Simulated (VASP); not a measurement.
# NaCl (Fm-3m) in VASP: notebook

NaCl is run at these levels: PBEsol; tasks: single point.

Everything below comes from runs of VASP 6.6.1. Logs are shortened: lines on timing, memory, paths and dates and some standing lists are left out, and cuts for length are marked.

## 1. The cell of the first run

Symmetry: Fm-3m, No. 225, cubic system. The conventional cell has a = 5.368 Å, b = 5.368 Å, c = 5.368 Å, α = 90.00°, β = 90.00°, γ = 90.00°. Within 3.5 Å of Na (site symmetry m-3m) lie 6 Cl at 2.68 Å. Cl (site symmetry m-3m) has 6 Na at 2.68 Å within 3.5 Å.

## 2. Single point, PBEsol (volume scaled by 0.88)

INCAR reads:

```
PREC     = Accurate       # precision mode
ENCUT    = 520            # plane-wave cutoff, eV
EDIFF    = 1E-6           # SCF threshold, eV
ISMEAR   = 0              # smearing method
SIGMA    = 0.02           # smearing width, eV
LREAL    = False          # projectors in reciprocal space
LASPH    = True           # aspherical terms in the spheres
NELM     = 60             # most SCF steps
ALGO     = Normal         # electronic algorithm
ISIF     = 2              # what is computed and relaxed
LWAVE    = False          # write WAVECAR
LCHARG   = False          # write CHGCAR
GGA      = PS             # functional
NBANDS   = 14             # bands
```

KPOINTS reads:

```
Automatic mesh
0
Gamma
  8 8 8
```

POSCAR reads:

```
NaCl
1.0
    0.0000000000      2.6841078182      2.6841078182
    2.6841078182      0.0000000000      2.6841078182
    2.6841078182      2.6841078182      0.0000000000
Na Cl
1 1
Direct
    0.0000000000      0.0000000000      0.0000000000
    0.5000000000      0.5000000000      0.5000000000
```

Potentials or basis: VASP PAW PBE potentials, release 64 (Na_pv, Cl).

Started as:

```sh
$ cat potpaw_PBE.64/Na_pv/POTCAR potpaw_PBE.64/Cl/POTCAR > POTCAR
$ mpirun -np 1 vasp_std > vasp.out
```

OUTCAR:

```text
PREC = Accurate
   ENCUT = 520
   EDIFF = 1E-6
   ISMEAR = 0
   LREAL = False
   LASPH = True
   NELM = 60
   ISIF = 2
   GGA = PS

 ion  position               nearest neighbor table
   1  0.000  0.000  0.000-   2 2.68   2 2.68   2 2.68   2 2.68   2 2.68   2 2.68
   2  0.500  0.500  0.500-   1 2.68   1 2.68   1 2.68   1 2.68   1 2.68   1 2.68

  LATTYP: Found a face centered cubic cell.
 ALAT       =     5.3682156364

  Lattice vectors:

 A1 = (   0.0000000000,   2.6841078182,   2.6841078182)
 A2 = (   2.6841078182,   0.0000000000,   2.6841078182)
 A3 = (   2.6841078182,   2.6841078182,   0.0000000000)

Analysis of symmetry for initial positions (statically):
=====================================================================
 Subroutine PRICEL returns:
 Original cell was already a primitive cell.

 Routine SETGRP: Setting up the symmetry group for a
 face centered cubic supercell.

 Subroutine GETGRP returns: Found 48 space group operations
 (whereof 48 operations were pure point group operations)
 out of a pool of 48 trial point group operations.

The static configuration has the point symmetry O_h .

Analysis of symmetry for dynamics (positions and initial velocities):
=====================================================================
 Subroutine PRICEL returns:
 Original cell was already a primitive cell.

 Routine SETGRP: Setting up the symmetry group for a
 face centered cubic supercell.

 Subroutine GETGRP returns: Found 48 space group operations
 (whereof 48 operations were pure point group operations)
 out of a pool of 48 trial point group operations.

The dynamic configuration has the point symmetry O_h .

 Subroutine INISYM returns: Found 48 space group operations
 (whereof 48 operations are pure point group operations),
 and found     1 'primitive' translations

----------------------------------------------------------------------------------------

                                     Primitive cell

  volume of cell :      38.6750

  direct lattice vectors                    reciprocal lattice vectors
     0.000000000  2.684107818  2.684107818    -0.186281638  0.186281638  0.186281638
     2.684107818  0.000000000  2.684107818     0.186281638 -0.186281638  0.186281638
     2.684107818  2.684107818  0.000000000     0.186281638  0.186281638 -0.186281638

  length of vectors
     3.795901679  3.795901679  3.795901679     0.322649261  0.322649261  0.322649261

  position of ions in fractional coordinates (direct lattice)
     0.000000000  0.000000000  0.000000000
     0.500000000  0.500000000  0.500000000

  ion indices of the primitive-cell ions
   primitive index   ion index
                 1           1
                 2           2

----------------------------------------------------------------------------------------

 KPOINTS: Automatic mesh

Automatic generation of k-mesh.
 Grid dimensions read from file:
 generate k-points for:    8    8    8

 Generating k-lattice:

  Cartesian coordinates                     Fractional coordinates (reciprocal lattice)
    -0.023285205  0.023285205  0.023285205     0.125000000  0.000000000  0.000000000
     0.023285205 -0.023285205  0.023285205     0.000000000  0.125000000  0.000000000
     0.023285205  0.023285205 -0.023285205     0.000000000  0.000000000  0.125000000

  Length of vectors
     0.040331158  0.040331158  0.040331158

  Shift w.r.t. Gamma in fractional coordinates (k-lattice)
     0.000000000  0.000000000  0.000000000

 Subroutine IBZKPT returns following result:
 ===========================================

 Found     29 irreducible k-points:

 Following reciprocal coordinates:
            Coordinates               Weight
  0.000000  0.000000  0.000000      1.000000
  0.125000  0.000000  0.000000      8.000000
  0.250000  0.000000  0.000000      8.000000
  0.375000  0.000000  0.000000      8.000000
  0.500000  0.000000  0.000000      4.000000
  0.125000  0.125000  0.000000      6.000000
[... 16 lines left out ...]
  0.500000  0.250000  0.125000     48.000000
 -0.375000  0.250000  0.125000     24.000000
 [... further k-points ...]
   k-points           NKPTS =     29   k-points in BZ     NKDIM =     29   number of bands    NBANDS=     14
   number of dos      NEDOS =    301   number of ions     NIONS =      2
   total plane-waves  NPLWV =  21952
   dimension x,y,z NGX =    28 NGY =   28 NGZ =   28
   dimension x,y,z NGXF=    56 NGYF=   56 NGZF=   56
   ions per type =               1   1
   NGX,Y,Z   is equivalent  to a cutoff of  12.26, 12.26, 12.26 a.u.
   NGXF,Y,Z  is equivalent  to a cutoff of  24.53, 24.53, 24.53 a.u.
 SYSTEM =  unknown system
   PREC   = accura    normal or accurate (medium, high low for compatibility)
   ISTART =      0    job   : 0-new  1-cont  2-samecut
   ICHARG =      2    charge: 1-file 2-atom 10-const
   ISPIN  =      1    spin polarized calculation?
   LNONCOLLINEAR =      F non collinear calculations
   LSORBIT =      F    spin-orbit coupling
   LASPH  =      T    aspherical Exc in radial PAW
   ENCUT  =  520.0 eV  38.22 Ry    6.18 a.u.   7.06  7.06  7.06*2*pi/ulx,y,z
   NELM   =     60;   NELMIN=  2; NELMDL= -5     # of ELM steps
   EDIFF  = 0.1E-05   stopping-criterion for ELM
   LREAL  =      F    real-space projection
   EDIFFG = 0.1E-04   stopping-criterion for IOM
   NSW    =      0    number of steps for IOM
   IBRION =     -1    ionic relax: 0-MD 1-quasi-New 2-CG
   NFREE  =      0    steps in history (QN), initial steepest desc. (CG)
   ISIF   =      2    stress and relaxation
   ISYM   =      2    0-nonsym 1-usesym 2-fastsym
   POTIM  = 0.5000    time-step for ionic-motion
   TEBEG  =    0.0;   TEEND  =   0.0 temperature during run
   PSTRESS=    0.0 pullay stress
   NELECT =      14.0000    total number of electrons
   NUPDOWN=      -1.0000    fix difference up-down
   EMIN   =  10.00;   EMAX   =-10.00  energy-range for DOS
   EFERMI =   0.00;   METHOD = LEGACY
   ISMEAR =     0;   SIGMA  =   0.02  broadening in eV -4-tet -1-fermi 0-gaus
   EFERMI_NEDOS =   21; number of points for ismear=-14 and -15
   IALGO  =     38    algorithm
   IMIX   =      4    mixing-type and parameters
     AMIX     =   0.40;   BMIX     =  1.00
     AMIX_MAG =   1.60;   BMIX_MAG =  1.00
  volume/ion in A,a.u.               =      19.34       130.50
  Fermi-wavevector in a.u.,A,eV,Ry     =   1.166740  2.204820 18.521380  1.361283
  Thomas-Fermi vector in A             =   2.303250
   LORBIT       =      0    0 simple, 1 ext, 2 COOP (PROOUT), +10 PAW based schemes
   GGA     = PS    functional components
   LHFCALC =     F    Hartree Fock is set to
   AEXX    =    0.0000 exact exchange contribution
   IVDW    =     0    specifies the selected vdW correction
   LEPSILON=     F    determine dielectric tensor
   LRPA    =     F    only Hartree local field effects (RPA)
 non-spin polarized calculation
 Gauss-broadening in eV      SIGMA  =   0.02
  energy-cutoff  :      520.00
  volume of cell :       38.67
 maximum number of plane-waves:      1056
   NGX = 15   NGY = 15   NGZ = 15

 number of electron      13.9999997 magnetization

 Free energy of the ion-electron system (eV)
  ---------------------------------------------------
  ext. energy  EPLUGINS =         0.00000000
  ---------------------------------------------------
  free energy    TOTEN  =        -6.93014619 eV

  energy without entropy =       -6.93014619  energy(sigma->0) =       -6.93014619

 E-fermi :   0.3139     XC(G=0):  -9.0042

 val. band max:        0.1640296416   @ k =   0.0000   0.0000   0.0000
 cond. band min:       5.7015097193   @ k =   0.0000   0.0000   0.0000
 fundamental gap:      5.5374800777
 Fermi energy:         0.3138937415

 k-point     1 :       0.0000    0.0000    0.0000
  band No.  band energies     occupation
      1     -20.2587      2.00000
      2     -20.2587      2.00000
      3     -20.2587      2.00000
      4     -12.8738      2.00000
      5       0.1640      2.00000
      6       0.1640      2.00000
      7       0.1640      2.00000
      8       5.7015      0.00000
      9      11.2680      0.00000
     10      11.2680      0.00000
     11      11.2680      0.00000
     12      13.6985      0.00000
     13      13.6985      0.00000
     14      15.3066      0.00000

 k-point     2 :       0.1250    0.0000    0.0000
  band No.  band energies     occupation
      1     -20.2680      2.00000
      2     -20.2593      2.00000
      3     -20.2593      2.00000
      4     -12.8003      2.00000
      5      -0.3130      2.00000
      6       0.1067      2.00000
      7       0.1067      2.00000
      8       6.2665      0.00000
      9      10.7214      0.00000
     10      11.5030      0.00000
     11      11.5030      0.00000
     12      13.4812      0.00000
     13      13.4812      0.00000
     14      16.4275      0.00000

 k-point     3 :       0.2500    0.0000    0.0000
  band No.  band energies     occupation
      1     -20.2900      2.00000
      2     -20.2606      2.00000
      3     -20.2606      2.00000
      4     -12.6163      2.00000
      5      -1.2463      2.00000
      6      -0.0264      2.00000
      7      -0.0264      2.00000
      8       7.2116      0.00000
      9      10.3813      0.00000
     10      11.7092      0.00000
     11      11.7093      0.00000
     12      13.7421      0.00000
     13      13.7421      0.00000
     14      16.7887      0.00000
[... 324 lines left out ...]
 k-point    23 :       0.5000    0.2500    0.1250
  band No.  band energies     occupation
      1     -20.3032      2.00000
      2     -20.2736      2.00000
      3     -20.2653      2.00000
      4     -12.3560      2.00000
      5      -1.8169      2.00000
      6      -0.7460      2.00000
      7      -0.3221      2.00000
      8       8.6717      0.00000
      9      10.1002      0.00000
     10      10.3851      0.00000
     11      12.5183      0.00000
     12      14.4061      0.00000
     13      17.1738      0.00000
     14      17.4921      0.00000

 k-point    24 :      -0.3750    0.2500    0.1250
  band No.  band energies     occupation
      1     -20.3076      2.00000
      2     -20.2745      2.00000
      3     -20.2669      2.00000
      4     -12.2948      2.00000
      5      -1.9711      2.00000
      6      -0.8498      2.00000
      7      -0.3905      2.00000
      8       8.6638      0.00000
      9      10.1155      0.00000
     10      10.9684      0.00000
     11      12.3128      0.00000
     12      15.1468      0.00000
     13      16.6805      0.00000
     14      17.6666      0.00000

 [... further k-points ...]
[... 5 lines left out ...]
  --------------------------------------------------------------------------------------
  -------------------------------------------------------------------------------------
  Total        1.0963296      1.0963296      1.0963296     -0.0000000     -0.0000000      0.0000000
  in kB       45.4173587     45.4173587     45.4173587     -0.0000000     -0.0000000      0.0000000
  external PRESSURE =      45.4173587 kB  Pullay stress =       0.0000000 kB

 VOLUME and BASIS-vectors are now :
 -----------------------------------------------------------------------------
  energy-cutoff  :      520.00
  volume of cell :       38.67
      direct lattice vectors                 reciprocal lattice vectors
     0.000000000  2.684107818  2.684107818    -0.186281638  0.186281638  0.186281638
     2.684107818  0.000000000  2.684107818     0.186281638 -0.186281638  0.186281638
     2.684107818  2.684107818  0.000000000     0.186281638  0.186281638 -0.186281638

 POSITION                                       TOTAL-FORCE (eV/Angst)
 -----------------------------------------------------------------------------------
      0.00000      0.00000      0.00000        -0.000000     -0.000000     -0.000000
      2.68411      2.68411      2.68411         0.000000      0.000000      0.000000
 -----------------------------------------------------------------------------------
    total drift:                                0.000000      0.000000      0.000000

  FREE ENERGIE OF THE ION-ELECTRON SYSTEM (eV)
  ---------------------------------------------------
  free  energy   TOTEN  =        -6.9301461860 eV

  energy  without entropy=       -6.9301461860  energy(sigma->0) =       -6.93014619
```

It took 11 s on 1 thread of Intel Xeon Platinum 8259CL at 2.50GHz (Skylake/Cascade Lake), shared host; peak memory 0.15 GiB.

Results:

```yaml
Free_energy: -6.9301 eV
Pressure: 4.5 GPa
Band_gap_on_the_k_mesh: 5.54 eV, direct
```

Levels at points of the mesh, in eV from the valence-band top:
```
           k point  band 3  band 4  band 5  band 6  band 7  band 8  band 9  band 10  band 11  band 12
(0.00, 0.00, 0.00)  -20.42  -13.04    0.00    0.00    0.00    5.54   11.10    11.10    11.10    13.53
(0.50, 0.00, 0.00)  -20.43  -12.50   -2.48   -0.37   -0.37    7.31   11.19    11.19    11.73    15.82
(0.50, 0.50, 0.00)  -20.44  -12.45   -2.14   -0.77   -0.77    7.70    7.84    12.22    15.78    15.98
```

Caveat: the PAW data sets were made with another functional, which shifts forces and pressure a little.

[end of part 1 of 2]
